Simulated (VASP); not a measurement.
# Ca (P4/mmm) in VASP: a series of runs

The runs below take Ca through single point, with LDA.

Everything below comes from runs of VASP 6.6.1. Logs are shortened: lines on timing, memory, paths and dates and some standing lists are left out, and cuts for length are marked.

### 1 The cell of the first run

Symmetry: P4/mmm, No. 123, tetragonal system. Conventional cell: a = 3.576 Å, b = 3.576 Å, c = 3.663 Å, α = 90.00°, β = 90.00°, γ = 90.00°. Within 4.7 Å of Ca (site symmetry 4/mmm) lie 6 Ca at 3.58 to 3.66 Å.

### 2 Single point, LDA (strain +0.025 along x and y, +0.050 along z)

Input file INCAR:

```
SYSTEM = Ca
PREC = Accurate
ENCUT = 520
EDIFF = 1E-7
ISMEAR = 0
SIGMA = 0.15
LREAL = .False.
LASPH = .True.
NELM = 100
ALGO = Fast
ISIF = 2
LWAVE = .False.
LCHARG = .True.
LELF = .True.
LVHAR = .True.
NBANDS = 11
```

Input file KPOINTS:

```
Automatic mesh
0
Gamma
  14 14 14
  0 0 0
```

Input file POSCAR:

```
Ca
1.0
    3.5758727485      0.0000000000      0.0000000000
    0.0000000000      3.5758727485      0.0000000000
    0.0000000000      0.0000000000      3.6630891570
Ca
1
Direct
    0.0000000000      0.0000000000      0.0000000000
```

Potentials or basis: VASP PAW LDA potentials, release 64 (Ca_sv).

The run is started by

```bash
$ cat potpaw_LDA.64/Ca_sv/POTCAR > POTCAR
$ mpirun -np 1 vasp_std > vasp.out
```

OUTCAR:

```text
SYSTEM = Ca
   PREC = Accurate
   ENCUT = 520
   EDIFF = 1E-7
   ISMEAR = 0
   LREAL = .False.
   LASPH = .True.
   NELM = 100
   ISIF = 2

 ion  position               nearest neighbor table
   1  0.000  0.000  0.000-

  LATTYP: Found a simple tetragonal cell.
 ALAT       =     3.5758727485
 C/A-ratio  =     1.0243902439

  Lattice vectors:

 A1 = (   3.5758727485,   0.0000000000,   0.0000000000)
 A2 = (   0.0000000000,   3.5758727485,   0.0000000000)
 A3 = (   0.0000000000,   0.0000000000,   3.6630891570)

Analysis of symmetry for initial positions (statically):
=====================================================================
 Subroutine PRICEL returns:
 Original cell was already a primitive cell.

 Routine SETGRP: Setting up the symmetry group for a
 simple tetragonal supercell.

 Subroutine GETGRP returns: Found 16 space group operations
 (whereof 16 operations were pure point group operations)
 out of a pool of 16 trial point group operations.

The static configuration has the point symmetry D_4h.

Analysis of symmetry for dynamics (positions and initial velocities):
=====================================================================
 Subroutine PRICEL returns:
 Original cell was already a primitive cell.

 Routine SETGRP: Setting up the symmetry group for a
 simple tetragonal supercell.

 Subroutine GETGRP returns: Found 16 space group operations
 (whereof 16 operations were pure point group operations)
 out of a pool of 16 trial point group operations.

The dynamic configuration has the point symmetry D_4h.

 Subroutine INISYM returns: Found 16 space group operations
 (whereof 16 operations are pure point group operations),
 and found     1 'primitive' translations

----------------------------------------------------------------------------------------

                                     Primitive cell

  volume of cell :      46.8394

  direct lattice vectors                    reciprocal lattice vectors
     3.575872749  0.000000000  0.000000000     0.279652010  0.000000000  0.000000000
     0.000000000  3.575872749  0.000000000     0.000000000  0.279652010  0.000000000
     0.000000000  0.000000000  3.663089157     0.000000000  0.000000000  0.272993628

  length of vectors
     3.575872749  3.575872749  3.663089157     0.279652010  0.279652010  0.272993628

  position of ions in fractional coordinates (direct lattice)
     0.000000000  0.000000000  0.000000000

  ion indices of the primitive-cell ions
   primitive index   ion index
                 1           1

----------------------------------------------------------------------------------------

 KPOINTS: Automatic mesh

Automatic generation of k-mesh.
 Grid dimensions read from file:
 generate k-points for:   14   14   14

 Generating k-lattice:

  Cartesian coordinates                     Fractional coordinates (reciprocal lattice)
     0.019975144  0.000000000  0.000000000     0.071428571  0.000000000  0.000000000
     0.000000000  0.019975144  0.000000000     0.000000000  0.071428571  0.000000000
     0.000000000  0.000000000  0.019499545     0.000000000  0.000000000  0.071428571

  Length of vectors
     0.019975144  0.019975144  0.019499545

  Shift w.r.t. Gamma in fractional coordinates (k-lattice)
     0.000000000  0.000000000  0.000000000

 Subroutine IBZKPT returns following result:
 ===========================================

 Found    288 irreducible k-points:

 Following reciprocal coordinates:
            Coordinates               Weight
  0.000000  0.000000  0.000000      1.000000
  0.071429  0.000000  0.000000      4.000000
  0.142857  0.000000  0.000000      4.000000
  0.214286  0.000000  0.000000      4.000000
  0.285714  0.000000  0.000000      4.000000
  0.357143  0.000000  0.000000      4.000000
[... 16 lines left out ...]
  0.285714  0.214286  0.000000      8.000000
  0.357143  0.214286  0.000000      8.000000
 [... further k-points ...]
   k-points           NKPTS =    288   k-points in BZ     NKDIM =    288   number of bands    NBANDS=     11
   number of dos      NEDOS =    301   number of ions     NIONS =      1
   total plane-waves  NPLWV =  21952
   dimension x,y,z NGX =    28 NGY =   28 NGZ =   28
   dimension x,y,z NGXF=    56 NGYF=   56 NGZF=   56
   ions per type =               1
   NGX,Y,Z   is equivalent  to a cutoff of  13.02, 13.02, 12.71 a.u.
   NGXF,Y,Z  is equivalent  to a cutoff of  26.03, 26.03, 25.42 a.u.
 SYSTEM =  Ca
   PREC   = accura    normal or accurate (medium, high low for compatibility)
   ISTART =      0    job   : 0-new  1-cont  2-samecut
   ICHARG =      2    charge: 1-file 2-atom 10-const
   ISPIN  =      1    spin polarized calculation?
   LNONCOLLINEAR =      F non collinear calculations
   LSORBIT =      F    spin-orbit coupling
   LASPH  =      T    aspherical Exc in radial PAW
   ENCUT  =  520.0 eV  38.22 Ry    6.18 a.u.   6.65  6.65  6.81*2*pi/ulx,y,z
   NELM   =    100;   NELMIN=  2; NELMDL= -5     # of ELM steps
   EDIFF  = 0.1E-06   stopping-criterion for ELM
   LREAL  =      F    real-space projection
   EDIFFG = 0.1E-05   stopping-criterion for IOM
   NSW    =      0    number of steps for IOM
   IBRION =     -1    ionic relax: 0-MD 1-quasi-New 2-CG
   NFREE  =      0    steps in history (QN), initial steepest desc. (CG)
   ISIF   =      2    stress and relaxation
   ISYM   =      2    0-nonsym 1-usesym 2-fastsym
   POTIM  = 0.5000    time-step for ionic-motion
   TEBEG  =    0.0;   TEEND  =   0.0 temperature during run
   PSTRESS=    0.0 pullay stress
   NELECT =      10.0000    total number of electrons
   NUPDOWN=      -1.0000    fix difference up-down
   EMIN   =  10.00;   EMAX   =-10.00  energy-range for DOS
   EFERMI =   0.00;   METHOD = LEGACY
   ISMEAR =     0;   SIGMA  =   0.15  broadening in eV -4-tet -1-fermi 0-gaus
   EFERMI_NEDOS =   21; number of points for ismear=-14 and -15
   IALGO  =     68    algorithm
   IMIX   =      4    mixing-type and parameters
     AMIX     =   0.40;   BMIX     =  1.00
     AMIX_MAG =   1.60;   BMIX_MAG =  1.00
  volume/ion in A,a.u.               =      46.84       316.09
  Fermi-wavevector in a.u.,A,eV,Ry     =   0.978448  1.848998 13.025673  0.957360
  Thomas-Fermi vector in A             =   2.109224
   LORBIT       =      0    0 simple, 1 ext, 2 COOP (PROOUT), +10 PAW based schemes
   GGA     = CA    functional components
   LHFCALC =     F    Hartree Fock is set to
   AEXX    =    0.0000 exact exchange contribution
   IVDW    =     0    specifies the selected vdW correction
   LEPSILON=     F    determine dielectric tensor
   LRPA    =     F    only Hartree local field effects (RPA)
 non-spin polarized calculation
 RMM-DIIS sequential band-by-band and
 Gauss-broadening in eV      SIGMA  =   0.15
  energy-cutoff  :      520.00
  volume of cell :       46.84
 maximum number of plane-waves:      1284
 NGX is ok and might be reduce to    28
   NGX = 13   NGY = 13   NGZ = 13

 number of electron      10.0000001 magnetization

 Free energy of the ion-electron system (eV)
  ---------------------------------------------------
  ext. energy  EPLUGINS =         0.00000000
  ---------------------------------------------------
  free energy    TOTEN  =        -1.76944652 eV

  energy without entropy =       -1.75529791  energy(sigma->0) =       -1.76237221

 E-fermi :   1.2943     XC(G=0):  -7.6066

 val. band max:        1.2874292001   @ k =   0.5000   0.4286   0.2143
 cond. band min:       1.2970520428   @ k =   0.5000   0.5000   0.2143
 fundamental gap:      0.0096228426
 Fermi energy:         1.2943119060

 k-point     1 :       0.0000    0.0000    0.0000
  band No.  band energies     occupation
      1     -40.5888      2.00000
      2     -21.7943      2.00000
      3     -21.7781      2.00000
      4     -21.7781      2.00000
      5      -2.4208      2.00000
      6       2.0134      0.00000
      7       2.0196      0.00000
      8       4.9917      0.00000
      9       4.9917      0.00000
     10       5.0609      0.00000
     11       8.9742      0.00000

 k-point     2 :       0.0714    0.0000    0.0000
  band No.  band energies     occupation
      1     -40.5880      2.00000
      2     -21.7936      2.00000
      3     -21.7873      2.00000
      4     -21.7774      2.00000
      5      -2.3516      2.00000
      6       2.0351      0.00000
      7       2.0427      0.00000
      8       4.9093      0.00000
      9       4.9863      0.00000
     10       4.9969      0.00000
     11       9.0315      0.00000

 k-point     3 :       0.1429    0.0000    0.0000
  band No.  band energies     occupation
      1     -40.5859      2.00000
      2     -21.8130      2.00000
      3     -21.7913      2.00000
      4     -21.7752      2.00000
      5      -2.1473      2.00000
      6       2.0876      0.00000
      7       2.1030      0.00000
      8       4.6990      0.00000
      9       4.7934      0.00000
     10       5.0117      0.00000
     11       8.0913      0.00000

 k-point     4 :       0.2143    0.0000    0.0000
  band No.  band energies     occupation
      1     -40.5828      2.00000
      2     -21.8498      2.00000
      3     -21.7882      2.00000
      4     -21.7721      2.00000
      5      -1.8176      2.00000
      6       2.1128      0.00000
      7       2.1893      0.00000
      8       4.4350      0.00000
      9       4.5466      0.00000
     10       5.0333      0.00000
     11       7.2039      0.00000
[... 239 lines left out ...]
 k-point    22 :       0.2143    0.2143    0.0000
  band No.  band energies     occupation
      1     -40.5769      2.00000
      2     -21.8447      2.00000
      3     -21.8407      2.00000
      4     -21.7821      2.00000
      5      -1.2359      2.00000
      6       2.2641      0.00000
      7       2.4278      0.00000
      8       3.8881      0.00000
      9       4.4254      0.00000
     10       4.6173      0.00000
     11       7.7295      0.00000

 k-point    23 :       0.2857    0.2143    0.0000
  band No.  band energies     occupation
      1     -40.5735      2.00000
      2     -21.8827      2.00000
      3     -21.8385      2.00000
      4     -21.7786      2.00000
      5      -0.8160      2.00000
      6       2.1928      0.00000
      7       2.5554      0.00000
      8       3.6966      0.00000
      9       4.2523      0.00000
     10       4.5943      0.00000
     11       7.0622      0.00000

 k-point    24 :       0.3571    0.2143    0.0000
  band No.  band energies     occupation
      1     -40.5705      2.00000
      2     -21.9183      2.00000
      3     -21.8349      2.00000
      4     -21.7754      2.00000
      5      -0.3147      2.00000
      6       1.8920      0.00000
      7       2.6719      0.00000
      8       3.6694      0.00000
      9       4.0698      0.00000
     10       4.6206      0.00000
     11       6.5040      0.00000

 [... further k-points ...]
[... 5 lines left out ...]
  --------------------------------------------------------------------------------------
  -------------------------------------------------------------------------------------
  Total       -0.4707000     -0.4707000     -0.7190298      0.0000000     -0.0000000      0.0000000
  in kB      -16.1006415    -16.1006415    -24.5949456      0.0000000     -0.0000000      0.0000000
  external PRESSURE =     -18.9320762 kB  Pullay stress =       0.0000000 kB

 VOLUME and BASIS-vectors are now :
 -----------------------------------------------------------------------------
  energy-cutoff  :      520.00
  volume of cell :       46.84
      direct lattice vectors                 reciprocal lattice vectors
     3.575872749  0.000000000  0.000000000     0.279652010  0.000000000  0.000000000
     0.000000000  3.575872749  0.000000000     0.000000000  0.279652010  0.000000000
     0.000000000  0.000000000  3.663089157     0.000000000  0.000000000  0.272993628

 POSITION                                       TOTAL-FORCE (eV/Angst)
 -----------------------------------------------------------------------------------
      0.00000      0.00000      0.00000         0.000000      0.000000      0.000000
 -----------------------------------------------------------------------------------
    total drift:                               -0.000000     -0.000000     -0.000000

  FREE ENERGIE OF THE ION-ELECTRON SYSTEM (eV)
  ---------------------------------------------------
  free  energy   TOTEN  =        -1.7694465234 eV

  energy  without entropy=       -1.7552979056  energy(sigma->0) =       -1.76237221
```

Run time: 56 s. Hardware: 1 thread of Intel Xeon 6975P-C (Granite Rapids), shared host; peak memory 0.25 GiB.

What came out:

* Free energy: -1.7694 eV
* Pressure: -1.9 GPa
* Band gap on the k mesh: zero (band 5 reaches 1.91 eV, above the bottom of band 6 at 0.78 eV)

Stress tensor (GPa, compression positive):
```
-1.61  0.00  0.00
 0.00 -1.61  0.00
 0.00  0.00 -2.46
```

Levels at points of the mesh, in eV from the Fermi level:
| k point | band 3 | band 4 | band 5 | band 6 | band 7 | band 8 |
| --- | --- | --- | --- | --- | --- | --- |
| (0.00, 0.00, 0.00) | -23.07 | -23.07 | -3.72 | 0.72 | 0.73 | 3.70 |
| (0.50, 0.00, 0.00) | -23.07 | -23.06 | -1.23 | -0.41 | 1.19 | 2.50 |
| (0.50, 0.50, 0.00) | -23.23 | -23.06 | -0.28 | 0.80 | 2.24 | 2.24 |
| (0.00, 0.00, 0.50) | -23.06 | -23.06 | -1.39 | -0.51 | 1.11 | 2.70 |
| (0.50, 0.00, 0.50) | -23.21 | -23.05 | -0.25 | 0.64 | 2.06 | 2.13 |
| (0.50, 0.50, 0.50) | -23.22 | -23.19 | 0.58 | 0.71 | 0.71 | 4.36 |

Caveat: the cell differs from its parent crystal (strain +0.025 along x and y, +0.050 along z).

### 3 Single point, LDA (strain -0.050 along x and y, -0.025 along z)

Input file INCAR:

```
ALGO     = Fast           # electronic algorithm
EDIFF    = 1E-6           # SCF threshold, eV
ENCUT    = 520            # plane-wave cutoff, eV
ISIF     = 2              # what is computed and relaxed
ISMEAR   = 0              # smearing method
LASPH    = True           # aspherical terms in the spheres
LCHARG   = False          # write CHGCAR
LREAL    = False          # projectors in reciprocal space
LWAVE    = False          # write WAVECAR
NBANDS   = 11             # bands
NELM     = 80             # most SCF steps
PREC     = Accurate       # precision mode
SIGMA    = 0.15           # smearing width, eV
```

Input file KPOINTS:

```
k-points
0
Gamma
  14 14 14
```

Input file POSCAR:

```
Ca
1.0
    3.3142235230      0.0000000000      0.0000000000
    0.0000000000      3.3142235230      0.0000000000
    0.0000000000      0.0000000000      3.4014399315
Ca
1
Direct
    0.0000000000      0.0000000000      0.0000000000
```

Potentials or basis: VASP PAW LDA potentials, release 64 (Ca_sv).

The run is started by

```bash
$ cat potpaw_LDA.64/Ca_sv/POTCAR > POTCAR
$ mpirun -np 1 vasp_std > vasp.out
```

It took 45 s on 1 thread of Intel Xeon 6975P-C (Granite Rapids), shared host; peak memory 0.22 GiB.

Results (log left out):

```yaml
Free_energy: -1.8281 eV
Pressure: 0.2 GPa
Band_gap_on_the_k_mesh: zero (band 5 reaches 2.65 eV, above the bottom of band 6 at 1.70 eV)
```

Stress tensor (GPa, compression positive):
```
 0.74  0.00  0.00
 0.00  0.74  0.00
 0.00  0.00 -0.91
```

Levels at points of the mesh, in eV from the Fermi level:
```csv
k point,band 2,band 3,band 4,band 5,band 6,band 7,band 8,band 9
"(0.00, 0.00, 0.00)",-22.61,-22.58,-22.58,-4.03,0.69,0.69,4.49,4.49
"(0.50, 0.00, 0.00)",-22.96,-22.57,-22.55,-1.11,-0.27,1.29,2.90,3.09
"(0.50, 0.50, 0.00)",-22.91,-22.91,-22.54,-0.63,1.10,3.00,3.00,3.29
"(0.00, 0.00, 0.50)",-22.91,-22.55,-22.55,-1.29,-0.42,1.19,3.17,3.17
"(0.50, 0.00, 0.50)",-22.92,-22.86,-22.52,-0.60,0.91,2.78,2.84,3.40
"(0.50, 0.50, 0.50)",-22.87,-22.87,-22.81,0.44,0.62,0.62,5.35,5.49
```

Caveat: the cell differs from its parent crystal (strain -0.050 along x and y, -0.025 along z).

### 4 Single point, LDA (strain -0.050 along x and y, +0.000 along z)

Input file INCAR:

```
SYSTEM = Ca
PREC = Accurate ; ENCUT = 520
EDIFF = 1E-6 ; ISMEAR = 0
SIGMA = 0.15 ; LREAL = .FALSE.
LASPH = .TRUE. ; NELM = 60
ALGO = Fast ; ISIF = 2
LWAVE = .FALSE. ; LCHARG = .FALSE.
GGA = CA ; NBANDS = 11
```

Input file KPOINTS:

```
regular mesh
0
G
  14 14 14
  0 0 0
```

Changes to POSCAR since step 3:

```diff
@@ -4,3 +4,3 @@
     0.0000000000      3.3142235230      0.0000000000
-    0.0000000000      0.0000000000      3.4014399315
+    0.0000000000      0.0000000000      3.4886563400
 Ca
```

The run is started by

```bash
$ cat potpaw_LDA.64/Ca_sv/POTCAR > POTCAR
$ mpirun -np 1 vasp_std > vasp.out
```

It took 44 s on 1 thread of Intel Xeon 6975P-C (Granite Rapids), shared host; peak memory 0.22 GiB.

Results (log left out):

* Free energy: -1.8192 eV
* Pressure: -0.1 GPa
* Band gap on the k mesh: zero (band 5 reaches 2.51 eV, above the bottom of band 6 at 1.53 eV)

Stress tensor (GPa, compression positive):
```
 0.95  0.00  0.00
 0.00  0.95  0.00
 0.00  0.00 -2.10
```

Levels at points of the mesh, in eV from the Fermi level:
```
           k point  band 3  band 4  band 5  band 6  band 7  band 8
(0.00, 0.00, 0.00)  -22.61  -22.61   -3.98    0.70    0.70    4.39
(0.50, 0.00, 0.00)  -22.63  -22.58   -1.04   -0.23    1.33    2.72
(0.50, 0.50, 0.00)  -22.94  -22.59   -0.60    1.21    3.05    3.05
(0.00, 0.00, 0.50)  -22.59  -22.59   -1.41   -0.50    1.13    3.24
(0.50, 0.00, 0.50)  -22.85  -22.56   -0.53    0.83    2.62    2.74
(0.50, 0.50, 0.50)  -22.91  -22.81    0.35    0.71    0.71    5.18
```

Caveat: the cell differs from its parent crystal (strain -0.050 along x and y, +0.000 along z).

### 5 Single point, LDA (strain -0.025 along x and y, -0.050 along z)

Input file INCAR:

```
ALGO = Normal
EDIFF = 1E-7
ENCUT = 520
ISIF = 2
ISMEAR = 0
LASPH = True
LCHARG = True
LELF = True
LREAL = False
LVHAR = True
LWAVE = False
NBANDS = 11
NELM = 80
PREC = Accurate
SIGMA = 0.15
```

Input file KPOINTS:

```
k-points
0
Gamma
  14 14 14
```

Input file POSCAR:

```
Ca
1.0
    3.4014399315      0.0000000000      0.0000000000
    0.0000000000      3.4014399315      0.0000000000
    0.0000000000      0.0000000000      3.3142235230
Ca
1
Direct
    0.0000000000      0.0000000000      0.0000000000
```

The run is started by

```bash
$ cat potpaw_LDA.64/Ca_sv/POTCAR > POTCAR
$ mpirun -np 1 vasp_std > vasp.out
```

Wall time 37 s (1 thread of Intel Xeon 6975P-C (Granite Rapids), shared host); peak memory 0.23 GiB.

The run converged. Its results:

- Free energy: -1.8282 eV
- Pressure: -0.1 GPa
- Band gap on the k mesh: zero (band 5 reaches 2.62 eV, above the bottom of band 6 at 1.62 eV)

Stress tensor (GPa, compression positive):
```
-0.70  0.00  0.00
 0.00 -0.70  0.00
 0.00  0.00  1.00
```

Levels at points of the mesh, in eV from the Fermi level:
| k point | band 1 | band 2 | band 3 | band 4 | band 5 | band 6 | band 7 | band 8 | band 9 | band 10 |
| --- | --- | --- | --- | --- | --- | --- | --- | --- | --- | --- |
| (0.00, 0.00, 0.00) | -41.51 | -22.65 | -22.65 | -22.63 | -3.99 | 0.69 | 0.70 | 4.36 | 4.46 | 4.46 |
| (0.50, 0.00, 0.00) | -41.48 | -22.95 | -22.63 | -22.60 | -1.24 | -0.39 | 1.21 | 2.97 | 3.16 | 4.58 |
| (0.50, 0.50, 0.00) | -41.45 | -22.91 | -22.91 | -22.58 | -0.54 | 0.81 | 2.65 | 2.65 | 3.46 | 3.46 |
| (0.00, 0.00, 0.50) | -41.47 | -23.00 | -22.62 | -22.62 | -1.06 | -0.25 | 1.32 | 2.89 | 2.89 | 4.51 |
| (0.50, 0.00, 0.50) | -41.44 | -22.96 | -22.90 | -22.59 | -0.57 | 1.00 | 2.81 | 2.87 | 3.22 | 3.35 |
| (0.50, 0.50, 0.50) | -41.41 | -22.92 | -22.87 | -22.87 | 0.52 | 0.52 | 0.70 | 5.24 | 5.36 | 6.06 |

Caveat: the cell differs from its parent crystal (strain -0.025 along x and y, -0.050 along z).

### 6 Overview

| cell | gap on the mesh (eV) | pressure (GPa) |
| --- | --- | --- |
| a = 3.576, b = 3.576, c = 3.663 Å, 1 atom | none | -1.9 |
| a = 3.314, b = 3.314, c = 3.401 Å, 1 atom | none | 0.2 |
| a = 3.314, b = 3.314, c = 3.489 Å, 1 atom | none | -0.1 |
| a = 3.401, b = 3.401, c = 3.314 Å, 1 atom | none | -0.1 |

Alike in all rows: task single point; level LDA; potentials or basis VASP PAW LDA potentials, release 64 (Ca_sv); no spin polarisation; k mesh 14 × 14 × 14; cutoff (eV) 520; smearing gaussian 0.15 eV.

Absolute energies hang on the potentials; compare differences alone.
